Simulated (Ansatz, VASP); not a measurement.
# Two plane-wave programs on CaSn3Se4

```
Sn Se Ca
1.0
     6.16034    0.00000    0.00000
     0.00000    6.16034    0.00000
     0.00000    0.00000    6.16034
Sn Se Ca
3 4 1
Cartesian
  3.0802 0.0000 0.0000
  0.0000 3.0802 0.0000
  0.0000 0.0000 3.0802
  0.0000 3.0802 3.0802
  3.0802 0.0000 3.0802
  3.0802 3.0802 0.0000
  0.0000 0.0000 0.0000
  3.0802 3.0802 3.0802
```

Alike in both runs: task single point; functional PBE; k mesh 4 × 4 × 4; occupations fermi-dirac, width 0.02 eV; no spin polarisation.

|  | VASP | Ansatz |
| --- | --- | --- |
| version | VASP 6.6.1 | Ansatz 0.2.0 |
| potentials or method | VASP PAW PBE potentials, release 64 (Sn_d, Se, Ca_sv) | plane waves, PAW |
| plane-wave cutoff (eV) | 520 | 420 |
| valence electrons in the cell | 76 | 116 |

|  | VASP | Ansatz | Ansatz less VASP |
| --- | --- | --- | --- |
| pressure (GPa) | -2.4 | -2.4 | -0.02 |

VASP's potentials hold 76 valence electrons a cell and Ansatz's 116, so a difference there can come from the potentials and not from the codes.
